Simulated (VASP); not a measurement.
Set up this calculation in VASP 6.6.1, as the native input.

| Quantity | Value |
| --- | --- |
| Task | relaxation of cell and atoms |
| Functional | PBE |
| Potentials or basis | VASP PAW PBE potentials, release 64 (As) |
| Cutoff | 600 eV |
| k mesh | 6 × 4 × 6 |
| Occupations | gaussian, width 0.1 eV |
| Spin | no spin polarisation |
| Dipole correction | no |
| Further INCAR settings | ALGO = Normal; EDIFF = 1e-06; IBRION = 2; EDIFFG = -0.04; NSW = 90; ISIF = 3 |

The structure of As lies in POSCAR:

```
As
1.0
    3.1822968234      0.0000000000      0.0000000000
    2.2615041862      4.4584239677      0.0000000000
    1.0749944224      0.7433682491      3.0593898759
As
2
Direct
    0.3044772220      0.0197831568      0.1766258656
    0.6255773498      0.1397033230      0.2906067863
```

One way to write it, as run:

INCAR

```
  PREC = Accurate
  ENCUT = 600
  EDIFF = 1E-6
  ISMEAR = 0
  SIGMA = 0.1
  LREAL = F
  LASPH = T
  NELM = 100
  ALGO = Normal
  ISIF = 3
  LWAVE = F
  LCHARG = F
  GGA = PE
  IBRION = 2
  NSW = 90
  EDIFFG = -0.04
```

KPOINTS

```
regular mesh
0
Gamma
  6 4 6
```

Potentials or basis: VASP PAW PBE potentials, release 64 (As).

Run with:

```bash
$ cat potpaw_PBE.64/As/POTCAR > POTCAR
$ mpirun -np 1 vasp_std > vasp.out
```

Results of the run:

```yaml
Relaxed_volume: 29.73 Å³/atom
Relaxed_cell: a = 5.447 Å, b = 6.513 Å, c = 3.621 Å, α = 61.75°, β = 76.41°, γ = 33.74°
Space_group_after_relaxing_to_0.05_Å: P-1 (No. 2)
Energy_gained_by_relaxing: 7732.3 meV/atom
Ionic_steps: 66
Pressure_after_relaxing: 0.1 GPa
Largest_force_after_relaxing: 0.011 eV/Å
Band_gap_on_the_k_mesh: 0.66 eV, indirect (least direct gap 0.92 eV)
```

Caveat: the volume moved by over 15 % at a fixed basis, so the end points are rough.

Run time: 30 min on 1 thread of AMD EPYC 7R43 64-Core Processor (Zen 3) (shared host), peak memory 0.18 GiB.
